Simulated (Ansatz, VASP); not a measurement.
Two plane-wave programs on MgS

```
Mg S
1.0
     0.00000    2.82577    2.82577
     2.82577    0.00000    2.82577
     2.82577    2.82577    0.00000
Mg S
1 1
Direct
  0.00000 0.00000 0.00000
  0.25000 0.25000 0.25000
```

Alike in both runs: functional PBEsol; k mesh 8 × 8 × 8; occupations gaussian, width 0.02 eV; no spin polarisation.

Ansatz relaxed the structure, and its values are those at the end. VASP's run is a single point on that final structure, the one shown.

|  | VASP | Ansatz |
| --- | --- | --- |
| version | VASP 6.6.1 | Ansatz 0.2.0 |
| potentials or method | VASP PAW PBE potentials, release 64 (Mg, S), cutoff 600 eV | scalar-relativistic, plane waves, PAW |
| valence electrons in the cell | 8 | 16 |

Ansatz gave:

- gap on the k mesh at the Fermi level (eV): 3.32
- least direct gap on the mesh (eV): 3.32
- pressure (GPa): 0.0

Question: What did VASP give for the same quantities?

Answer: gap on the k mesh at the Fermi level (eV): 3.32; least direct gap on the mesh (eV): 3.32; pressure (GPa): -0.1.

VASP's potentials were made for PBE, not for PBEsol, and Ansatz warns of the same on its side. The functional is the same, so the differences come from potentials, cutoffs and numerics. VASP's potentials hold 8 valence electrons a cell and Ansatz's 16, so a difference there can come from the potentials and not from the codes.
